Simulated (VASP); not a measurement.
## Be: relaxation of cell and atoms with PBE

The system is Be.

```xyz
2
Lattice="1.5694 -1.7126 0.0000 1.5694 1.7126 0.0000 0.0000 0.0000 3.6202" Properties=species:S:1:pos:R:3 pbc="T T T"
Be    1.5694    0.8563    0.9171
Be    1.5694   -0.8563    2.7031
```

```yaml
Program: VASP 6.6.1
Task: relaxation of cell and atoms
Functional: PBE
Potentials_or_basis: VASP PAW PBE potentials, release 64 (Be)
Cutoff: 600 eV
k_mesh: 8 × 8 × 6
Occupations: gaussian, width 0.1 eV
Spin: no spin polarisation
Dipole_correction: no
Further_INCAR_settings: ALGO = Normal; EDIFF = 1e-07; IBRION = 2; EDIFFG = -0.04; NSW = 90; ISIF = 3
```

* Relaxed volume: 7.90 Å³/atom
* Relaxed cell: a = 2.225 Å, b = 2.225 Å, c = 3.194 Å, α = 90.00°, β = 90.00°, γ = 91.07°
* Space group after relaxing (to 0.05 Å): I4/mmm (No. 139)
* Energy gained by relaxing: 145.8 meV/atom
* Ionic steps: 11
* Pressure after relaxing: -0.3 GPa
* Largest force after relaxing: 0.009 eV/Å
* Band gap on the k mesh: zero (band 2 reaches 8.38 eV, above the bottom of band 3 at 7.29 eV)

Forces on the atoms (eV/Å):
```
Be   0.000  0.000  0.009
Be   0.000  0.000 -0.009
```

Stress tensor (GPa, compression positive):
```
-0.36  0.00  0.00
 0.00 -0.29  0.00
 0.00  0.00 -0.22
```

Step by step:
```tsv
step	energy change (eV)	largest force (eV/Å)	pressure (GPa)	volume (Å³)
1	0.0000	0.0530	-17.38	19.46
2	-0.2431	0.0799	-5.39	16.63
3	-0.2616	0.0758	-0.53	15.87
4	-0.2624	0.0755	0.78	15.70
5	-0.2781	0.0440	0.78	15.68
6	-0.2856	0.1065	1.29	15.58
7	-0.2895	0.0630	1.14	15.61
8	-0.2899	0.0209	1.04	15.64
9	-0.2903	0.0419	1.15	15.62
10	-0.2904	0.0371	1.13	15.63
11	-0.2916	0.0086	-0.29	15.80
```

Final structure:
```
Be
1.0
     1.55817   -1.58764    0.00000
     1.55817    1.58764    0.00000
     0.00000    0.00000    3.19435
Be
2
Direct
  0.25000 0.75000 0.24977
  0.75000 0.25000 0.75023
```

Levels at points of the mesh, in eV from the Fermi level:
```
           k point  band 1  band 2  band 3  band 4  band 5
(0.00, 0.00, 0.00)  -11.85   -2.87    3.55    9.68    9.88
(0.50, 0.00, 0.00)   -6.24   -6.24    4.41    4.41    9.41
(0.50, 0.50, 0.00)   -2.75   -2.33    3.72    4.24    9.18
(0.00, 0.00, 0.50)   -9.13   -9.12   12.94   12.95   13.11
(0.50, 0.00, 0.50)   -5.27   -5.27    0.01    0.01   16.14
(0.50, 0.50, 0.50)    0.79    0.80    1.20    1.22    3.24
```

It took 27 s on 1 thread of Intel(R) Xeon(R) 6975P-C (Granite Rapids), with other jobs on the host, peak memory 0.13 GiB.

Caveat: the volume moved by over 15 % at a fixed basis, so the end points are rough.
